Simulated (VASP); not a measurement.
Crystal: MoS2.

```xyz
3
Lattice="0.0000 -1.8262 6.1233 1.5815 0.9131 6.1233 -1.5815 0.9131 6.1233" Properties=species:S:1:pos:R:3 pbc="T T T"
Mo    0.0000    0.0000    0.0000
S     0.0000    0.0000   13.7481
S     0.0000    0.0000   10.7446
```

* Program: VASP 6.6.1
* Task: relaxation of cell and atoms
* Functional: PBEsol
* Potentials or basis: VASP PAW PBE potentials, release 64 (Mo_sv, S)
* Cutoff: 600 eV
* k mesh: 6 × 6 × 6
* Occupations: gaussian, width 0.1 eV
* Spin: no spin polarisation

At the start: pressure 4.2 GPa; volume 17.68 Å³/atom.

Problem. How do energy, volume and symmetry change on relaxing?

Solution. Over 5 steps the energy falls by 17.8 meV/atom and the volume is 17.81 Å³/atom (+0.7 %); space group R3m (No. 160, to 0.05 Å).

Step by step:
```csv
step,energy change (eV),largest force (eV/Å),pressure (GPa),volume (Å³)
1,0.0000,1.0200,4.20,53.05
2,0.0985,1.4559,-9.98,56.67
3,-0.0454,0.0232,-1.60,54.31
4,-0.0455,0.0553,-1.41,54.27
5,-0.0533,0.0119,0.16,53.44
```

Final structure:
```
Mo S
1.0
     0.00000   -1.81246    6.26181
     1.56963    0.90623    6.26181
    -1.56963    0.90623    6.26181
Mo S
1 2
Direct
  0.00000 0.00000 0.00000
  0.74970 0.74970 0.74970
  0.58360 0.58360 0.58360
```

Caveat: the PAW data sets were made with another functional, which shifts forces and pressure a little; the relaxation stopped at a loose force limit of 0.05 eV/Å, so its end isn't a converged minimum.
